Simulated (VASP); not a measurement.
# CoSi (Pm-3m) in VASP: a series of runs

The runs below take CoSi through single point, with PBEsol, PBE.

Program: VASP 6.6.1. These are calculated values, not measurements. Logs are shortened: lines on timing, memory, paths and dates and some standing lists are left out, and cuts for length are marked.

### 1 The cell of the first run

It takes space group Pm-3m (No. 221, cubic). Conventional cell: a = 2.836 Å, b = 2.836 Å, c = 2.836 Å, α = 90.00°, β = 90.00°, γ = 90.00°. Within 3.2 Å of Co (site symmetry m-3m) lie 8 Si at 2.46 Å and 6 Co at 2.84 Å. Si (site symmetry m-3m) has 8 Co at 2.46 Å and 6 Si at 2.84 Å within 3.2 Å.

### 2 Single point, PBEsol, collinear spin, ferromagnetic start (volume scaled by 1.06)

Contents of INCAR:

```
PREC = Accurate ; ENCUT = 520
EDIFF = 1E-6 ; ISMEAR = -1
SIGMA = 0.05 ; LREAL = F
LASPH = T ; NELM = 150
ALGO = Normal ; ISIF = 2
LWAVE = F ; LCHARG = T
ISPIN = 2 ; MAGMOM = 2 0
LORBIT = 11 ; LMAXMIX = 4
GGA = PS ; LELF = T
LVHAR = T ; NBANDS = 18
```

Contents of KPOINTS:

```
regular mesh
0
Gamma
  10 10 10
```

Contents of POSCAR:

```
CoSi
1.0
    2.8358838098      0.0000000000      0.0000000000
    0.0000000000      2.8358838098      0.0000000000
    0.0000000000      0.0000000000      2.8358838098
Co Si
1 1
Direct
    0.0000000000      0.0000000000      0.0000000000
    0.5000000000      0.5000000000      0.5000000000
```

Potentials or basis: VASP PAW PBE potentials, release 64 (Co, Si).

Launch:

```
> cat potpaw_PBE.64/Co/POTCAR potpaw_PBE.64/Si/POTCAR > POTCAR
> mpirun -np 1 vasp_std > vasp.out
```

OUTCAR:

```text
PREC = Accurate
   ENCUT = 520
   EDIFF = 1E-6
   ISMEAR = -1
   LREAL = F
   LASPH = T
   NELM = 150
   ISIF = 2
   ISPIN = 2
   LORBIT = 11
   GGA = PS

 ion  position               nearest neighbor table
   1  0.000  0.000  0.000-   2 2.46   2 2.46   2 2.46   2 2.46   2 2.46   2 2.46   2 2.46   2 2.46

   2  0.500  0.500  0.500-   1 2.46   1 2.46   1 2.46   1 2.46   1 2.46   1 2.46   1 2.46   1 2.46

  LATTYP: Found a simple cubic cell.
 ALAT       =     2.8358838098

  Lattice vectors:

 A1 = (   2.8358838098,   0.0000000000,   0.0000000000)
 A2 = (   0.0000000000,   2.8358838098,   0.0000000000)
 A3 = (   0.0000000000,   0.0000000000,   2.8358838098)

Analysis of symmetry for initial positions (statically):
=====================================================================
 Subroutine PRICEL returns:
 Original cell was already a primitive cell.

 Routine SETGRP: Setting up the symmetry group for a
 simple cubic supercell.

 Subroutine GETGRP returns: Found 48 space group operations
 (whereof 48 operations were pure point group operations)
 out of a pool of 48 trial point group operations.

The static configuration has the point symmetry O_h .

Analysis of symmetry for dynamics (positions and initial velocities):
=====================================================================
 Subroutine PRICEL returns:
 Original cell was already a primitive cell.

 Routine SETGRP: Setting up the symmetry group for a
 simple cubic supercell.

 Subroutine GETGRP returns: Found 48 space group operations
 (whereof 48 operations were pure point group operations)
 out of a pool of 48 trial point group operations.

The dynamic configuration has the point symmetry O_h .

Analysis of structural, dynamic, and magnetic symmetry:
=====================================================================
 Subroutine PRICEL returns:
 Original cell was already a primitive cell.

 Routine SETGRP: Setting up the symmetry group for a
 simple cubic supercell.

 Subroutine GETGRP returns: Found 48 space group operations
 (whereof 48 operations were pure point group operations)
 out of a pool of 48 trial point group operations.

The overall configuration has the point symmetry O_h .

 Subroutine INISYM returns: Found 48 space group operations
 (whereof 48 operations are pure point group operations),
 and found     1 'primitive' translations

[... 115 lines left out ...]
  volume/ion in A,a.u.               =      11.40        76.95
  Fermi-wavevector in a.u.,A,eV,Ry     =   1.357378  2.565073 25.068400  1.842475
  Thomas-Fermi vector in A             =   2.484302
   LORBIT       =     11    0 simple, 1 ext, 2 COOP (PROOUT), +10 PAW based schemes
   GGA     = PS    functional components
   LHFCALC =     F    Hartree Fock is set to
   AEXX    =    0.0000 exact exchange contribution
   IVDW    =     0    specifies the selected vdW correction
   LEPSILON=     F    determine dielectric tensor
   LRPA    =     F    only Hartree local field effects (RPA)
 spin polarized calculation
  energy-cutoff  :      520.00
  volume of cell :       22.81
 maximum number of plane-waves:       626
 NGX is ok and might be reduce to    24
   NGX = 11   NGY = 11   NGZ = 11

 number of electron      12.9999994 magnetization       0.5475063

 Free energy of the ion-electron system (eV)
  ---------------------------------------------------
  ext. energy  EPLUGINS =         0.00000000
  ---------------------------------------------------
  free energy    TOTEN  =       -14.44999381 eV

  energy without entropy =      -14.43436212  energy(sigma->0) =      -14.44217797

 E-fermi :  11.8335     XC(G=0): -12.7542

 val. band max:       11.8290689068   @ k =   0.4000   0.3000   0.0000
 cond. band min:      11.8422832934   @ k =   0.4000   0.0000   0.0000
 fundamental gap:      0.0132143866
 Fermi energy:        11.8334934029

 spin component 1

 k-point     1 :       0.0000    0.0000    0.0000
  band No.  band energies     occupation
      1      -1.9141      1.00000
      2       7.9987      1.00000
      3       7.9987      1.00000
      4      10.3365      1.00000
      5      10.3365      1.00000
      6      10.3365      1.00000
[... 493 lines left out ...]
     17      31.5409      0.00000
     18      36.4084      0.00000

 [... further k-points ...]

 spin component 2

 k-point     1 :       0.0000    0.0000    0.0000
  band No.  band energies     occupation
      1      -1.9043      1.00000
      2       8.5728      1.00000
      3       8.5728      1.00000
      4      10.7308      1.00000
      5      10.7308      1.00000
      6      10.7308      1.00000
[... 493 lines left out ...]
     17      31.5993      0.00000
     18      36.4837      0.00000

 [... further k-points ...]

------------------------ aborting loop because EDIFF is reached ----------------------------------------

  FORCE on cell =-STRESS in cart. coord.  units (eV):
  Direction    XX          YY          ZZ          XY          YZ          ZX
  --------------------------------------------------------------------------------------
  -------------------------------------------------------------------------------------
  Total       -2.4029357     -2.4029357     -2.4029357      0.0000000     -0.0000000      0.0000000
  in kB     -168.8058263   -168.8058263   -168.8058263      0.0000000     -0.0000000      0.0000000
  external PRESSURE =    -168.8058263 kB  Pullay stress =       0.0000000 kB

 VOLUME and BASIS-vectors are now :
 -----------------------------------------------------------------------------
  energy-cutoff  :      520.00
  volume of cell :       22.81
      direct lattice vectors                 reciprocal lattice vectors
     2.835883810  0.000000000  0.000000000     0.352623756  0.000000000  0.000000000
     0.000000000  2.835883810  0.000000000     0.000000000  0.352623756  0.000000000
     0.000000000  0.000000000  2.835883810     0.000000000  0.000000000  0.352623756

 POSITION                                       TOTAL-FORCE (eV/Angst)
 -----------------------------------------------------------------------------------
      0.00000      0.00000      0.00000         0.000000      0.000000      0.000000
      1.41794      1.41794      1.41794         0.000000      0.000000      0.000000
 -----------------------------------------------------------------------------------
    total drift:                                0.000000      0.000000      0.000000

  FREE ENERGIE OF THE ION-ELECTRON SYSTEM (eV)
  ---------------------------------------------------
  free  energy   TOTEN  =       -14.4499938134 eV

  energy  without entropy=      -14.4343621184  energy(sigma->0) =      -14.44217797

 total charge

# of ion       s       p       d       tot
------------------------------------------
    1        0.417   0.533   7.530   8.480
    2        0.714   0.824   0.000   1.539
--------------------------------------------------
tot          1.131   1.357   7.530  10.019

 magnetization (x)

# of ion       s       p       d       tot
------------------------------------------
    1        0.007   0.000   0.551   0.558
    2        0.000   0.007   0.000   0.007
--------------------------------------------------
tot          0.007   0.007   0.551   0.565
```

It took 26 s on 1 thread of Intel Xeon Platinum 8488C (Sapphire Rapids), shared host; peak memory 0.17 GiB.

What came out:

- Free energy: -14.4500 eV
- Pressure: -16.9 GPa
- Net moment: 0.55 μB per cell
- Site moments: Co +0.56; Si +0.01 μB
- Valence electrons inside the program's atomic spheres: Co 8.48; Si 1.54

Levels at points of the mesh, in eV from the Fermi level:
Spin up:
```csv
k point,band 3,band 4,band 5,band 6,band 7,band 8,band 9,band 10,band 11,band 12
"(0.00, 0.00, 0.00)",-3.83,-1.50,-1.50,-1.50,2.81,2.81,2.81,7.30,7.30,10.92
"(0.50, 0.00, 0.00)",-3.18,-2.65,-2.65,-1.36,-0.75,6.72,7.54,7.54,9.18,9.18
"(0.50, 0.50, 0.00)",-5.02,-3.94,-2.22,-2.22,-1.03,1.08,1.52,7.60,13.01,14.11
"(0.50, 0.50, 0.50)",-5.61,-2.01,-0.99,-0.99,1.34,1.34,1.34,3.18,3.18,3.18
```
Spin down:
```csv
k point,band 2,band 3,band 4,band 5,band 6,band 7,band 8,band 9,band 10,band 11
"(0.00, 0.00, 0.00)",-3.26,-3.26,-1.10,-1.10,-1.10,2.82,2.82,2.82,7.54,7.54
"(0.50, 0.00, 0.00)",-8.39,-2.50,-2.33,-2.33,-0.96,0.05,6.71,7.63,7.63,9.21
"(0.50, 0.50, 0.00)",-5.01,-5.01,-3.52,-1.86,-1.86,-0.18,1.42,1.99,7.59,13.01
"(0.50, 0.50, 0.50)",-5.46,-5.46,-2.02,-0.14,-0.14,1.37,1.37,1.37,3.45,3.45
```

Caveat: the PAW data sets were made with another functional, which shifts forces and pressure a little.

### 3 Single point, PBE, collinear spin, ferromagnetic start (volume scaled by 0.94)

Contents of INCAR:

```
PREC     = Accurate       # precision mode
ENCUT    = 520            # plane-wave cutoff, eV
EDIFF    = 1E-6           # SCF threshold, eV
ISMEAR   = -1             # smearing method
SIGMA    = 0.05           # smearing width, eV
LREAL    = F              # projectors in reciprocal space
LASPH    = T              # aspherical terms in the spheres
NELM     = 150            # most SCF steps
ALGO     = Normal         # electronic algorithm
ISIF     = 2              # what is computed and relaxed
LWAVE    = F              # write WAVECAR
LCHARG   = T              # write CHGCAR
ISPIN    = 2              # spin polarisation
MAGMOM   = 2 0            # initial moments
LORBIT   = 11             # projections on sites
LMAXMIX  = 4              # l up to which the mixer works
GGA      = PE             # functional
LELF     = T              # ELF
LVHAR    = T            
NBANDS   = 18             # bands
```

KPOINTS is that of step 2.

Contents of POSCAR:

```
CoSi
1.0
    2.7245561501      0.0000000000      0.0000000000
    0.0000000000      2.7245561501      0.0000000000
    0.0000000000      0.0000000000      2.7245561501
Co Si
1 1
Direct
    0.0000000000      0.0000000000      0.0000000000
    0.5000000000      0.5000000000      0.5000000000
```

Potentials or basis: VASP PAW PBE potentials, release 64 (Co, Si).

Launch:

```
> cat potpaw_PBE.64/Co/POTCAR potpaw_PBE.64/Si/POTCAR > POTCAR
> mpirun -np 1 vasp_std > vasp.out
```

OUTCAR:

```text
PREC = Accurate
   ENCUT = 520
   EDIFF = 1E-6
   ISMEAR = -1
   LREAL = F
   LASPH = T
   NELM = 150
   ISIF = 2
   ISPIN = 2
   LORBIT = 11
   GGA = PE

 ion  position               nearest neighbor table
   1  0.000  0.000  0.000-   2 2.36   2 2.36   2 2.36   2 2.36   2 2.36   2 2.36   2 2.36   2 2.36

   2  0.500  0.500  0.500-   1 2.36   1 2.36   1 2.36   1 2.36   1 2.36   1 2.36   1 2.36   1 2.36

  LATTYP: Found a simple cubic cell.
 ALAT       =     2.7245561501

  Lattice vectors:

 A1 = (   2.7245561501,   0.0000000000,   0.0000000000)
 A2 = (   0.0000000000,   2.7245561501,   0.0000000000)
 A3 = (   0.0000000000,   0.0000000000,   2.7245561501)

Analysis of symmetry for initial positions (statically):
=====================================================================
 Subroutine PRICEL returns:
 Original cell was already a primitive cell.

 Routine SETGRP: Setting up the symmetry group for a
 simple cubic supercell.

 Subroutine GETGRP returns: Found 48 space group operations
 (whereof 48 operations were pure point group operations)
 out of a pool of 48 trial point group operations.

The static configuration has the point symmetry O_h .

Analysis of symmetry for dynamics (positions and initial velocities):
=====================================================================
 Subroutine PRICEL returns:
 Original cell was already a primitive cell.

 Routine SETGRP: Setting up the symmetry group for a
 simple cubic supercell.

 Subroutine GETGRP returns: Found 48 space group operations
 (whereof 48 operations were pure point group operations)
 out of a pool of 48 trial point group operations.

The dynamic configuration has the point symmetry O_h .

Analysis of structural, dynamic, and magnetic symmetry:
=====================================================================
 Subroutine PRICEL returns:
 Original cell was already a primitive cell.

 Routine SETGRP: Setting up the symmetry group for a
 simple cubic supercell.

 Subroutine GETGRP returns: Found 48 space group operations
 (whereof 48 operations were pure point group operations)
 out of a pool of 48 trial point group operations.

The overall configuration has the point symmetry O_h .

 Subroutine INISYM returns: Found 48 space group operations
 (whereof 48 operations are pure point group operations),
 and found     1 'primitive' translations

----------------------------------------------------------------------------------------

                                     Primitive cell

  volume of cell :      20.2249

  direct lattice vectors                    reciprocal lattice vectors
     2.724556150  0.000000000  0.000000000     0.367032260  0.000000000  0.000000000
     0.000000000  2.724556150  0.000000000     0.000000000  0.367032260  0.000000000
     0.000000000  0.000000000  2.724556150     0.000000000  0.000000000  0.367032260

  length of vectors
     2.724556150  2.724556150  2.724556150     0.367032260  0.367032260  0.367032260

  position of ions in fractional coordinates (direct lattice)
     0.000000000  0.000000000  0.000000000
     0.500000000  0.500000000  0.500000000

  ion indices of the primitive-cell ions
   primitive index   ion index
                 1           1
[... 63 lines left out ...]
 SYSTEM =  unknown system
   PREC   = accura    normal or accurate (medium, high low for compatibility)
   ISTART =      0    job   : 0-new  1-cont  2-samecut
   ICHARG =      2    charge: 1-file 2-atom 10-const
   ISPIN  =      2    spin polarized calculation?
   LNONCOLLINEAR =      F non collinear calculations
   LSORBIT =      F    spin-orbit coupling
   LASPH  =      T    aspherical Exc in radial PAW
   ENCUT  =  520.0 eV  38.22 Ry    6.18 a.u.   5.07  5.07  5.07*2*pi/ulx,y,z
   NELM   =    150;   NELMIN=  2; NELMDL= -5     # of ELM steps
   EDIFF  = 0.1E-05   stopping-criterion for ELM
   LREAL  =      F    real-space projection
   EDIFFG = 0.1E-04   stopping-criterion for IOM
   NSW    =      0    number of steps for IOM
   IBRION =     -1    ionic relax: 0-MD 1-quasi-New 2-CG
   NFREE  =      0    steps in history (QN), initial steepest desc. (CG)
   ISIF   =      2    stress and relaxation
   ISYM   =      2    0-nonsym 1-usesym 2-fastsym
   POTIM  = 0.5000    time-step for ionic-motion
   TEBEG  =    0.0;   TEEND  =   0.0 temperature during run
   PSTRESS=    0.0 pullay stress
   NELECT =      13.0000    total number of electrons
   NUPDOWN=      -1.0000    fix difference up-down
   EMIN   =  10.00;   EMAX   =-10.00  energy-range for DOS
   EFERMI =   0.00;   METHOD = LEGACY
   ISMEAR =    -1;   SIGMA  =   0.05  broadening in eV -4-tet -1-fermi 0-gaus
   EFERMI_NEDOS =   21; number of points for ismear=-14 and -15
   IALGO  =     38    algorithm
   IMIX   =      4    mixing-type and parameters
     AMIX     =   0.40;   BMIX     =  1.00
     AMIX_MAG =   1.60;   BMIX_MAG =  1.00
  volume/ion in A,a.u.               =      10.11        68.24
  Fermi-wavevector in a.u.,A,eV,Ry     =   1.412842  2.669884 27.158886  1.996122
  Thomas-Fermi vector in A             =   2.534549
   LORBIT       =     11    0 simple, 1 ext, 2 COOP (PROOUT), +10 PAW based schemes
   GGA     = PE    functional components
   LHFCALC =     F    Hartree Fock is set to
   AEXX    =    0.0000 exact exchange contribution
   IVDW    =     0    specifies the selected vdW correction
   LEPSILON=     F    determine dielectric tensor
   LRPA    =     F    only Hartree local field effects (RPA)
 spin polarized calculation
  energy-cutoff  :      520.00
  volume of cell :       20.22
 maximum number of plane-waves:       554
   NGX = 11   NGY = 11   NGZ = 11

 number of electron      13.0000007 magnetization       0.5005402

 Free energy of the ion-electron system (eV)
  ---------------------------------------------------
  ext. energy  EPLUGINS =         0.00000000
  ---------------------------------------------------
  free energy    TOTEN  =       -13.22993111 eV

  energy without entropy =      -13.21493185  energy(sigma->0) =      -13.22243148

 E-fermi :  13.9002     XC(G=0): -13.2590

 val. band max:       13.9001153217   @ k =   0.4000   0.0000   0.0000
 cond. band min:      13.9120591566   @ k =   0.5000   0.2000   0.1000
 fundamental gap:      0.0119438349
 Fermi energy:        13.9001975074

 spin component 1

 k-point     1 :       0.0000    0.0000    0.0000
  band No.  band energies     occupation
      1      -0.9655      1.00000
      2       9.4074      1.00000
      3       9.4074      1.00000
      4      12.2291      1.00000
      5      12.2291      1.00000
      6      12.2291      1.00000
[... 493 lines left out ...]
     17      35.2556      0.00000
     18      40.5449      0.00000

 [... further k-points ...]

 spin component 2

 k-point     1 :       0.0000    0.0000    0.0000
  band No.  band energies     occupation
      1      -0.9461      1.00000
      2       9.9356      1.00000
      3       9.9356      1.00000
      4      12.5512      1.00000
      5      12.5512      1.00000
      6      12.5512      1.00000
[... 493 lines left out ...]
     17      35.3206      0.00000
     18      40.6212      0.00000

 [... further k-points ...]

------------------------ aborting loop because EDIFF is reached ----------------------------------------

  FORCE on cell =-STRESS in cart. coord.  units (eV):
  Direction    XX          YY          ZZ          XY          YZ          ZX
  --------------------------------------------------------------------------------------
  -------------------------------------------------------------------------------------
  Total        1.9699064      1.9699064      1.9699064      0.0000000      0.0000000      0.0000000
  in kB      156.0518335    156.0518335    156.0518335      0.0000000      0.0000000      0.0000000
  external PRESSURE =     156.0518335 kB  Pullay stress =       0.0000000 kB

 VOLUME and BASIS-vectors are now :
 -----------------------------------------------------------------------------
  energy-cutoff  :      520.00
  volume of cell :       20.22
      direct lattice vectors                 reciprocal lattice vectors
     2.724556150  0.000000000  0.000000000     0.367032260  0.000000000  0.000000000
     0.000000000  2.724556150  0.000000000     0.000000000  0.367032260  0.000000000
     0.000000000  0.000000000  2.724556150     0.000000000  0.000000000  0.367032260

 POSITION                                       TOTAL-FORCE (eV/Angst)
 -----------------------------------------------------------------------------------
      0.00000      0.00000      0.00000         0.000000      0.000000      0.000000
      1.36228      1.36228      1.36228         0.000000      0.000000      0.000000
 -----------------------------------------------------------------------------------
    total drift:                                0.000000      0.000000      0.000000

  FREE ENERGIE OF THE ION-ELECTRON SYSTEM (eV)
  ---------------------------------------------------
  free  energy   TOTEN  =       -13.2299311119 eV

  energy  without entropy=      -13.2149318521  energy(sigma->0) =      -13.22243148

 total charge

# of ion       s       p       d       tot
------------------------------------------
    1        0.467   0.657   7.649   8.772
    2        0.703   0.908   0.000   1.612
--------------------------------------------------
tot          1.170   1.565   7.649  10.384

 magnetization (x)

# of ion       s       p       d       tot
------------------------------------------
    1        0.008   0.003   0.483   0.493
    2        0.001   0.013   0.000   0.015
--------------------------------------------------
tot          0.009   0.016   0.483   0.508
```

Run time: 18 s. Hardware: 1 thread of Intel Xeon 6975P-C (Granite Rapids), shared host; peak memory 0.15 GiB.

Results:

- Free energy: -13.2299 eV
- Pressure: 15.6 GPa
- Net moment: 0.50 μB per cell
- Site moments: Co +0.49; Si +0.01 μB
- Valence electrons inside the program's atomic spheres: Co 8.77; Si 1.61
